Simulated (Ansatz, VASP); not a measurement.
One calculation of BaTiO3, two programs

INCAR

```
SYSTEM = BaTiO3
PREC = Accurate
ENCUT = 520
EDIFF = 1E-7
ISMEAR = 0
SIGMA = 0.02
LREAL = .FALSE.
LASPH = .TRUE.
NELM = 100
ALGO = Normal
ISIF = 2
LWAVE = .FALSE.
LCHARG = .TRUE.
GGA = PE
LELF = .TRUE.
LVHAR = .TRUE.
NBANDS = 28
```

Contents of KPOINTS:

```
regular mesh
0
G
  8 8 8
  0 0 0
```

Contents of POSCAR:

```
BaTiO3
1.0
    4.1398284613      0.0000000000      0.0000000000
    0.0000000000      3.9889502321      0.0000000000
    0.0000000000      0.0000000000      3.9889502321
Ba Ti O
1 1 3
Direct
    0.5000000000      0.5000000000      0.5000000000
    0.0000000000      0.0000000000      0.0000000000
    0.5000000000      0.0000000000      0.0000000000
    0.0000000000      0.5000000000      0.0000000000
    0.0000000000      0.0000000000      0.5000000000
```

Input for Ansatz:

```yaml
crystal:
  lattice:
    - [4.1398284613, 0.0, 0.0]
    - [0.0, 3.9889502321, 0.0]
    - [0.0, 0.0, 3.9889502321]
  atoms:
    - { symbol: Ba, position: [0.5, 0.5, 0.5] }
    - { symbol: Ti, position: [0.0, 0.0, 0.0] }
    - { symbol: O, position: [0.5, 0.0, 0.0] }
    - { symbol: O, position: [0.0, 0.5, 0.0] }
    - { symbol: O, position: [0.0, 0.0, 0.5] }
basis:
  ecutwfc: 420
kpoints:
  mp_grid: { grid: [8, 8, 8] }
  band_path: { path: [VBM, CBM], npoints: 2 }
hamiltonian:
  xc: pbe
scf:
  occupations: { method: gaussian, width: 0.02 }
output:
  forces: true
  stress: true
  eigenvalues: true
checkpoint:
  read: start.run
  write: ck
  compress: false
  write_wavefunctions: false
  write_every: 100000
```

Alike in both runs: task single point; functional PBE; k mesh 8 × 8 × 8; occupations gaussian, width 0.02 eV; no spin polarisation.

|  | VASP | Ansatz |
| --- | --- | --- |
| version | VASP 6.6.1 | Ansatz 0.2.0 |
| potentials or method | VASP PAW PBE potentials, release 64 (Ba_sv, Ti_sv, O), cutoff 520 eV | scalar-relativistic, plane waves, PAW |
| valence electrons in the cell | 40 | 40 |

|  | VASP | Ansatz | Ansatz less VASP |
| --- | --- | --- | --- |
| gap on the k mesh at the Fermi level (eV) | 1.62 | 1.68 | +0.057 |
| least direct gap on the mesh (eV) | 1.83 | 1.85 | +0.028 |
| pressure (GPa) | -0.3 | -2.0 | -1.63 |
| traceless stress, the component that is largest in VASP (GPa) | -4.10 | -3.93 | +0.161 |

Neither program's run includes spin-orbit coupling.
